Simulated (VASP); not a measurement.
Input of a VASP 6.6.1 run:

File INCAR:

```
SYSTEM = Li
  PREC = Accurate
  ENCUT = 600
  EDIFF = 1E-6
  ISMEAR = -1
  SIGMA = 0.05
  LREAL = .FALSE.
  LASPH = .TRUE.
  NELM = 60
  ALGO = Fast
  ISIF = 3
  LWAVE = .FALSE.
  LCHARG = .FALSE.
  GGA = B5
  ALDAX = 1.0
  AGGAX = 1.0
  AGGAC = 1.0
  ALDAC = 0.0
  IBRION = 2
  NSW = 60
  EDIFFG = -0.01
```

KPOINTS

```
regular mesh
0
G
  11 11 11
  0 0 0
```

Contents of POSCAR:

```
Li
1.0
   -1.7546500000      1.7546500000      1.7546500000
    1.7546500000     -1.7546500000      1.7546500000
    1.7546500000      1.7546500000     -1.7546500000
Li
1
Direct
    0.0000000000      0.0000000000      0.0000000000
```

Potentials or basis: VASP PAW PBE potentials, release 64 (Li_sv).

Run with:

```sh
$ cat potpaw_PBE.64/Li_sv/POTCAR > POTCAR
$ mpirun -np 1 vasp_std > vasp.out
```

(1) Predict the relaxed cell.

(2) What does it give for the space group after relaxing (to 0.05 Å)?

(3) What does it give for the relaxed volume?

Answers

(1) a = 2.958 Å, b = 2.958 Å, c = 2.958 Å, α = 109.47°, β = 109.47°, γ = 109.47°.

(2) Im-3m (No. 229).

(3) 19.92 Å³/atom.

Caveat: the cutoff is under 1.25 times the usual one of these potentials, so pressure, stress and relaxed cells hold a basis-set (Pulay) error; the PAW data sets were made with another functional, which shifts forces and pressure a little.

The cell as given is a measured one (21.61 Å³/atom); BLYP puts the equilibrium volume -7.8 % from it, thermal expansion not counted.
